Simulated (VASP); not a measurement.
Hf3Br:

```xyz
4
Lattice="3.8617 0.0000 0.0000 0.0000 3.8617 0.0000 0.0000 0.0000 7.3433" Properties=species:S:1:pos:R:3 pbc="T T T"
Hf    1.9309    1.9309    5.6193
Hf    1.9309    1.9309    1.7240
Hf    0.0000    0.0000    0.0000
Br    1.9309    1.9309    3.6716
```

The cell was built from a structure type or drawn by symmetry, and may not be a known phase.

- Program: VASP 6.6.1
- Task: relaxation of cell and atoms
- Functional: PBE
- Potentials or basis: VASP PAW PBE potentials, release 64 (Hf_pv, Br)
- Cutoff: 600 eV
- k mesh: 4 × 4 × 4
- Occupations: gaussian, width 0.1 eV
- Spin: no spin polarisation

At the start: pressure 32.2 GPa; volume 27.38 Å³/atom.

Question: How do energy, volume and symmetry change on relaxing?

Answer: Over 31 steps the energy falls by 2626.7 meV/atom and the volume is 25.25 Å³/atom (-7.8 %); space group P4/mmm (No. 123, to 0.1 Å) before and after.

The path:
```
step  energy change (eV)  largest force (eV/Å)  pressure (GPa)  volume (Å³)
   1              0.0000               22.2330           32.21       109.51
   2             -5.5321                4.9599            5.19       178.23
   3             -5.6867                4.5888            4.84       177.07
   4             -5.8078                4.2909            4.53       176.04
   5             -6.2874                3.0633            2.93       170.31
   6             -7.4961                2.3628           -1.79       143.22
   7             -8.9645                3.0916           -2.65       127.22
   8             -9.3779                2.3324           -0.23       118.58
   9             -9.3738                2.5788           -0.87       119.95
  10             -9.3788                2.4994           -0.66       119.46
  11             -9.8611                1.0139           -3.40       118.13
  12            -10.0057                0.9196           -4.27       117.32
  13            -10.1437                0.6103           -5.41       115.34
  14            -10.3313                0.7683            4.82        98.42
  15            -10.3857                0.7281            0.87       103.45
  16            -10.4309                0.0375            0.69       103.35
  17            -10.4316                0.1178            0.68       103.36
  18            -10.4351                0.0687           -0.70       104.95
  19            -10.4358                0.0801           -0.30       104.50
  20            -10.4385                0.1117           -0.22       104.22
  21            -10.4471                0.2983            0.03       103.37
  22            -10.4761                0.5507            0.38       101.61
  23            -10.3902                0.4312            1.27        97.91
  24            -10.4814                0.5225            0.42       101.10
  25            -10.4821                0.5147            0.40       101.05
  26            -10.4838                0.4920            0.37       100.92
  27            -10.4854                0.4459            0.31       100.64
  28            -10.4874                0.4266            0.29       100.66
  29            -10.4928                0.3669            0.23       100.71
  30            -10.5010                0.2430            0.12       100.80
  31            -10.5067                0.0208           -0.07       101.00
```

Final structure:
```
Hf Br
1.0
     3.29662    0.00000    0.00000
     0.00000    3.29662    0.00000
     0.00000    0.00000    9.29327
Hf Br
3 1
Direct
  0.50000 0.50000 0.78241
  0.50000 0.50000 0.21759
  0.00000 0.00000 0.00000
  0.50000 0.50000 0.50000
```

Caveat: the k points lie up to 0.48 Å⁻¹ apart in the final cell, too coarse for converged energies and pressures of a metal; a cell axis changed by over 15 % at a fixed basis, so the end point is rough; an odd number of electrons without spin polarisation forces a metal; a magnetic or distorted state may lie lower.
